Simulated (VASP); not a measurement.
A run of VASP 6.6.1 is set up as follows.

File POSCAR:

```
TePb
1.0
    0.0000000000      3.2310000000      3.2310000000
    3.2310000000      0.0000000000      3.2310000000
    3.2310000000      3.2310000000      0.0000000000
Pb Te
1 1
Direct
    0.0000000000      0.0000000000      0.0000000000
    0.5000000000      0.5000000000      0.5000000000
```

Contents of INCAR.step1:

```
PREC = Accurate
ENCUT = 520
EDIFF = 1E-5
ISMEAR = -1
SIGMA = 0.05
LREAL = False
LASPH = True
NELM = 60
ALGO = Normal
ISIF = 2
LWAVE = True
LCHARG = False
NBANDS = 17
GGA = PE
```

The input INCAR.step2:

```
PREC = Accurate
ENCUT = 520
EDIFF = 1E-6
ISMEAR = -1
SIGMA = 0.05
LREAL = False
LASPH = True
NELM = 60
ALGO = Normal
ISIF = 2
LWAVE = False
LCHARG = False
GGA = B5
LHFCALC = True
AEXX = 0.5
ALDAX = 0.5
AGGAX = 0.5
AGGAC = 1.0
ALDAC = 0.0
PRECFOCK = Normal
NBANDS = 17
ISTART = 1
```

Contents of KPOINTS:

```
regular mesh
0
Gamma
  4 4 4
```

Potentials or basis: VASP PAW PBE potentials, release 64 (Pb_d, Te).

Launch:

```console
$ cat potpaw_PBE.64/Pb_d/POTCAR potpaw_PBE.64/Te/POTCAR > POTCAR
$ cp INCAR.step1 INCAR
$ mpirun -np 1 vasp_std > vasp.out
$ cp INCAR.step2 INCAR
$ mpirun -np 1 vasp_std > vasp.out
```

Task: What does it give for the pressure?

Result: 3.0 GPa.

Task: What does it give for the band gap on the k mesh?

Result: 2.92 eV.

Caveat: the k points lie up to 0.42 Å⁻¹ apart; the PAW data sets were made with another functional, which shifts forces and pressure a little; spin-orbit coupling is left out, which moves the levels of the heavy elements. A k mesh can miss the band edges.
